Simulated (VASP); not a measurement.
# Zr3TiC4 (Pm-3m) in VASP: notebook

Zr3TiC4 is run at these levels: PBE; tasks: single point, relaxation of cell and atoms.

All numbers are computed with VASP 6.6.1; they aren't measurements. Logs are shortened: lines on timing, memory, paths and dates and some standing lists are left out, and cuts for length are marked.

**1. The cell of the first run**

The structure is cubic, space group Pm-3m (No. 221). Conventional cell: a = 4.631 Å, b = 4.631 Å, c = 4.631 Å, α = 90.00°, β = 90.00°, γ = 90.00°. Zr (site symmetry 4/mmm) has 6 C at 2.32 Å within 3.1 Å. Within 3.1 Å of Ti (site symmetry m-3m) lie 6 C at 2.32 Å. Within 3.1 Å of C (site symmetry m-3m) lie 6 Zr at 2.32 Å. C (site symmetry 4/mmm) has 4 Zr at 2.32 Å and 2 Ti at 2.32 Å within 3.1 Å.

**2. Single point, PBE, collinear spin**

File INCAR:

```
SYSTEM = Zr3TiC4
ALGO     = Normal         ! electronic algorithm
EDIFF    = 1E-6           ! SCF threshold, eV
ENCUT    = 520            ! plane-wave cutoff, eV
GGA      = PE             ! functional
ISIF     = 2              ! what is computed and relaxed
ISMEAR   = 0              ! smearing method
ISPIN    = 2              ! spin polarisation
LASPH    = .TRUE.         ! aspherical terms in the spheres
LCHARG   = .FALSE.        ! write CHGCAR
LMAXMIX  = 4              ! l up to which the mixer works
LORBIT   = 11             ! projections on sites
LREAL    = .FALSE.        ! projectors in reciprocal space
LWAVE    = .FALSE.        ! write WAVECAR
MAGMOM   = 1 1 1 1 0 0 0 0 ! initial moments
NBANDS   = 46             ! bands
NELM     = 150            ! most SCF steps
PREC     = Accurate       ! precision mode
SIGMA    = 0.1            ! smearing width, eV
```

File KPOINTS:

```
k-points
0
G
  4 4 4
  0 0 0
```

File POSCAR:

```
Zr3TiC4
1.0
    4.6313394000      0.0000000000      0.0000000000
    0.0000000000      4.6313394000      0.0000000000
    0.0000000000      0.0000000000      4.6313394000
Zr Ti C
3 1 4
Direct
    0.5000000000      0.0000000000      0.5000000000
    0.0000000000      0.5000000000      0.5000000000
    0.5000000000      0.5000000000      0.0000000000
    0.0000000000      0.0000000000      0.0000000000
    0.5000000000      0.5000000000      0.5000000000
    0.0000000000      0.5000000000      0.0000000000
    0.5000000000      0.0000000000      0.0000000000
    0.0000000000      0.0000000000      0.5000000000
```

Potentials or basis: VASP PAW PBE potentials, release 64 (Zr_sv, Ti_sv, C).

Launch:

```console
cat potpaw_PBE.64/Zr_sv/POTCAR potpaw_PBE.64/Ti_sv/POTCAR potpaw_PBE.64/C/POTCAR > POTCAR
mpirun -np 1 vasp_std > vasp.out
```

OUTCAR:

```text
SYSTEM = Zr3TiC4
   EDIFF = 1E-6
   ENCUT = 520
   GGA = PE
   ISIF = 2
   ISMEAR = 0
   ISPIN = 2
   LASPH = .TRUE.
   LORBIT = 11
   LREAL = .FALSE.
   NELM = 150
   PREC = Accurate

 ion  position               nearest neighbor table
   1  0.500  0.000  0.500-   5 2.32   7 2.32   8 2.32   7 2.32   5 2.32   8 2.32   3 3.27   4 3.27
                             2 3.27   2 3.27   3 3.27   3 3.27   3 3.27   2 3.27   4 3.27   4 3.27
   2  0.000  0.500  0.500-   5 2.32   6 2.32   8 2.32   6 2.32   8 2.32   5 2.32   3 3.27   4 3.27
                             1 3.27   1 3.27   4 3.27   3 3.27   4 3.27   1 3.27   3 3.27   4 3.27
   3  0.500  0.500  0.000-   5 2.32   6 2.32   7 2.32   5 2.32   7 2.32   6 2.32   1 3.27   2 3.27
                             1 3.27   1 3.27   4 3.27   2 3.27   1 3.27   2 3.27   4 3.27   4 3.27
   4  0.000  0.000  0.000-   6 2.32   7 2.32   8 2.32   8 2.32   6 2.32   7 2.32   1 3.27   2 3.27
                             1 3.27   2 3.27   3 3.27   2 3.27   2 3.27   1 3.27   3 3.27   3 3.27
   5  0.500  0.500  0.500-   1 2.32   2 2.32   3 2.32   3 2.32   1 2.32   2 2.32
   6  0.000  0.500  0.000-   2 2.32   3 2.32   4 2.32   2 2.32   4 2.32   3 2.32
   7  0.500  0.000  0.000-   1 2.32   3 2.32   4 2.32   1 2.32   3 2.32   4 2.32
   8  0.000  0.000  0.500-   1 2.32   2 2.32   4 2.32   4 2.32   2 2.32   1 2.32

  LATTYP: Found a simple cubic cell.
 ALAT       =     4.6313394000

  Lattice vectors:

 A1 = (   4.6313394000,   0.0000000000,   0.0000000000)
 A2 = (   0.0000000000,   4.6313394000,   0.0000000000)
 A3 = (   0.0000000000,   0.0000000000,   4.6313394000)

Analysis of symmetry for initial positions (statically):
=====================================================================
 Subroutine PRICEL returns:
 Original cell was already a primitive cell.

 Routine SETGRP: Setting up the symmetry group for a
 simple cubic supercell.

 Subroutine GETGRP returns: Found 48 space group operations
 (whereof 48 operations were pure point group operations)
 out of a pool of 48 trial point group operations.

The static configuration has the point symmetry O_h .

Analysis of symmetry for dynamics (positions and initial velocities):
=====================================================================
 Subroutine PRICEL returns:
 Original cell was already a primitive cell.

 Routine SETGRP: Setting up the symmetry group for a
 simple cubic supercell.

 Subroutine GETGRP returns: Found 48 space group operations
 (whereof 48 operations were pure point group operations)
 out of a pool of 48 trial point group operations.

The dynamic configuration has the point symmetry O_h .

Analysis of structural, dynamic, and magnetic symmetry:
=====================================================================
 Subroutine PRICEL returns:
 Original cell was already a primitive cell.

 Routine SETGRP: Setting up the symmetry group for a
 simple cubic supercell.

 Subroutine GETGRP returns: Found 48 space group operations
 (whereof 48 operations were pure point group operations)
 out of a pool of 48 trial point group operations.

The overall configuration has the point symmetry O_h .

 Subroutine INISYM returns: Found 48 space group operations
 (whereof 48 operations are pure point group operations),
 and found     1 'primitive' translations

----------------------------------------------------------------------------------------

                                     Primitive cell

  volume of cell :      99.3390

  direct lattice vectors                    reciprocal lattice vectors
     4.631339400  0.000000000  0.000000000     0.215920258  0.000000000  0.000000000
     0.000000000  4.631339400  0.000000000     0.000000000  0.215920258  0.000000000
     0.000000000  0.000000000  4.631339400     0.000000000  0.000000000  0.215920258

  length of vectors
     4.631339400  4.631339400  4.631339400     0.215920258  0.215920258  0.215920258

  position of ions in fractional coordinates (direct lattice)
     0.500000000  0.000000000  0.500000000
     0.000000000  0.500000000  0.500000000
     0.500000000  0.500000000  0.000000000
     0.000000000  0.000000000  0.000000000
     0.500000000  0.500000000  0.500000000
     0.000000000  0.500000000  0.000000000
     0.500000000  0.000000000  0.000000000
[... 58 lines left out ...]
   NGXF,Y,Z  is equivalent  to a cutoff of  25.85, 25.85, 25.85 a.u.
 SYSTEM =  Zr3TiC4
   PREC   = accura    normal or accurate (medium, high low for compatibility)
   ISTART =      0    job   : 0-new  1-cont  2-samecut
   ICHARG =      2    charge: 1-file 2-atom 10-const
   ISPIN  =      2    spin polarized calculation?
   LNONCOLLINEAR =      F non collinear calculations
   LSORBIT =      F    spin-orbit coupling
   LASPH  =      T    aspherical Exc in radial PAW
   ENCUT  =  520.0 eV  38.22 Ry    6.18 a.u.   8.61  8.61  8.61*2*pi/ulx,y,z
   NELM   =    150;   NELMIN=  2; NELMDL= -5     # of ELM steps
   EDIFF  = 0.1E-05   stopping-criterion for ELM
   LREAL  =      F    real-space projection
   EDIFFG = 0.1E-04   stopping-criterion for IOM
   NSW    =      0    number of steps for IOM
   IBRION =     -1    ionic relax: 0-MD 1-quasi-New 2-CG
   NFREE  =      0    steps in history (QN), initial steepest desc. (CG)
   ISIF   =      2    stress and relaxation
   ISYM   =      2    0-nonsym 1-usesym 2-fastsym
   POTIM  = 0.5000    time-step for ionic-motion
   TEBEG  =    0.0;   TEEND  =   0.0 temperature during run
   PSTRESS=    0.0 pullay stress
   NELECT =      64.0000    total number of electrons
   NUPDOWN=      -1.0000    fix difference up-down
   EMIN   =  10.00;   EMAX   =-10.00  energy-range for DOS
   EFERMI =   0.00;   METHOD = LEGACY
   ISMEAR =     0;   SIGMA  =   0.10  broadening in eV -4-tet -1-fermi 0-gaus
   EFERMI_NEDOS =   21; number of points for ismear=-14 and -15
   IALGO  =     38    algorithm
   IMIX   =      4    mixing-type and parameters
     AMIX     =   0.40;   BMIX     =  1.00
     AMIX_MAG =   1.60;   BMIX_MAG =  1.00
  volume/ion in A,a.u.               =      12.42        83.80
  Fermi-wavevector in a.u.,A,eV,Ry     =   1.413931  2.671942 27.200779  1.999201
  Thomas-Fermi vector in A             =   2.535526
   LORBIT       =     11    0 simple, 1 ext, 2 COOP (PROOUT), +10 PAW based schemes
   GGA     = PE    functional components
   LHFCALC =     F    Hartree Fock is set to
   AEXX    =    0.0000 exact exchange contribution
   IVDW    =     0    specifies the selected vdW correction
   LEPSILON=     F    determine dielectric tensor
   LRPA    =     F    only Hartree local field effects (RPA)
 spin polarized calculation
 Gauss-broadening in eV      SIGMA  =   0.10
  energy-cutoff  :      520.00
  volume of cell :       99.34
 maximum number of plane-waves:      2721
 NGX is ok and might be reduce to    36
   NGX = 17   NGY = 17   NGZ = 17

 number of electron      64.0000004 magnetization       0.0013948

 number of electron      64.0000004 magnetization      -0.0000030

 Free energy of the ion-electron system (eV)
  ---------------------------------------------------
  ext. energy  EPLUGINS =         0.00000000
  ---------------------------------------------------
  free energy    TOTEN  =       -76.67736312 eV

  energy without entropy =      -76.66135717  energy(sigma->0) =      -76.66936014

 E-fermi :   9.3560     XC(G=0): -12.1927

 val. band max:        9.3150535235   @ k =   0.0000   0.0000   0.0000
 cond. band min:       9.3755599870   @ k =   0.2500   0.0000   0.0000
 fundamental gap:      0.0605064635
 Fermi energy:         9.3559911653

 spin component 1

 k-point     1 :       0.0000    0.0000    0.0000
  band No.  band energies     occupation
      1     -47.6393      1.00000
      2     -38.5157      1.00000
      3     -38.3927      1.00000
      4     -38.3927      1.00000
      5     -23.8680      1.00000
      6     -23.8680      1.00000
[... 459 lines left out ...]
     43      14.8525      0.00000
     44      14.9044      0.00000
 Fermi energy:         9.3559911653

 spin component 2

 k-point     1 :       0.0000    0.0000    0.0000
  band No.  band energies     occupation
      1     -47.6393      1.00000
      2     -38.5157      1.00000
      3     -38.3927      1.00000
      4     -38.3927      1.00000
      5     -23.8680      1.00000
      6     -23.8680      1.00000
[... 459 lines left out ...]
     43      14.8525      0.00000
     44      14.9044      0.00000
 [bands above 44 left out]

------------------------ aborting loop because EDIFF is reached ----------------------------------------

  FORCE on cell =-STRESS in cart. coord.  units (eV):
  Direction    XX          YY          ZZ          XY          YZ          ZX
  --------------------------------------------------------------------------------------
  -------------------------------------------------------------------------------------
  Total        0.0606583      0.0606583      0.0606583      0.0000000      0.0000000     -0.0000000
  in kB        0.9783204      0.9783204      0.9783204      0.0000000      0.0000000     -0.0000000
  external PRESSURE =       0.9783204 kB  Pullay stress =       0.0000000 kB

 VOLUME and BASIS-vectors are now :
 -----------------------------------------------------------------------------
  energy-cutoff  :      520.00
  volume of cell :       99.34
      direct lattice vectors                 reciprocal lattice vectors
     4.631339400  0.000000000  0.000000000     0.215920258  0.000000000  0.000000000
     0.000000000  4.631339400  0.000000000     0.000000000  0.215920258  0.000000000
     0.000000000  0.000000000  4.631339400     0.000000000  0.000000000  0.215920258

 POSITION                                       TOTAL-FORCE (eV/Angst)
 -----------------------------------------------------------------------------------
      2.31567      0.00000      2.31567         0.000000      0.000000      0.000000
      0.00000      2.31567      2.31567         0.000000      0.000000      0.000000
      2.31567      2.31567      0.00000         0.000000      0.000000      0.000000
      0.00000      0.00000      0.00000         0.000000      0.000000      0.000000
      2.31567      2.31567      2.31567         0.000000      0.000000      0.000000
      0.00000      2.31567      0.00000         0.000000      0.000000      0.000000
      2.31567      0.00000      0.00000         0.000000      0.000000      0.000000
      0.00000      0.00000      2.31567         0.000000      0.000000      0.000000
 -----------------------------------------------------------------------------------
    total drift:                                0.000000      0.000000      0.000000

  FREE ENERGIE OF THE ION-ELECTRON SYSTEM (eV)
  ---------------------------------------------------
  free  energy   TOTEN  =       -76.6773631166 eV

  energy  without entropy=      -76.6613571701  energy(sigma->0) =      -76.66936014

 total charge

# of ion       s       p       d       tot
------------------------------------------
    1        2.183   6.050   1.670   9.903
    2        2.183   6.050   1.670   9.903
    3        2.183   6.050   1.670   9.903
    4        2.165   6.172   1.806  10.142
    5        0.892   1.502   0.000   2.394
    6        0.889   1.463   0.000   2.351
    7        0.889   1.463   0.000   2.351
    8        0.889   1.463   0.000   2.351
--------------------------------------------------
tot         12.271  30.212   6.814  49.298

 magnetization (x)

# of ion       s       p       d       tot
------------------------------------------
    1        0.000  -0.000   0.000   0.000
    2        0.000  -0.000   0.000   0.000
    3        0.000  -0.000   0.000   0.000
    4       -0.000  -0.000  -0.000  -0.000
    5        0.000   0.000   0.000   0.000
    6        0.000   0.000   0.000   0.000
    7        0.000   0.000   0.000   0.000
    8        0.000   0.000   0.000   0.000
--------------------------------------------------
tot          0.000   0.000   0.000   0.000
```

Run time: 92 s. Hardware: 1 thread of Intel Xeon 6975P-C (Granite Rapids), shared host; peak memory 0.26 GiB.

Results:

| Quantity | Value |
| --- | --- |
| Free energy | -76.6774 eV |
| Pressure | 0.1 GPa |
| Band gap on the k mesh | zero (filled and empty bands overlap) |
| Net moment | 0.00 μB per cell |
| Valence electrons inside the program's atomic spheres | Zr 9.90; Ti 10.14; C 2.39, 2.35 (each value once) |

(Continued in part 2 of 2.)
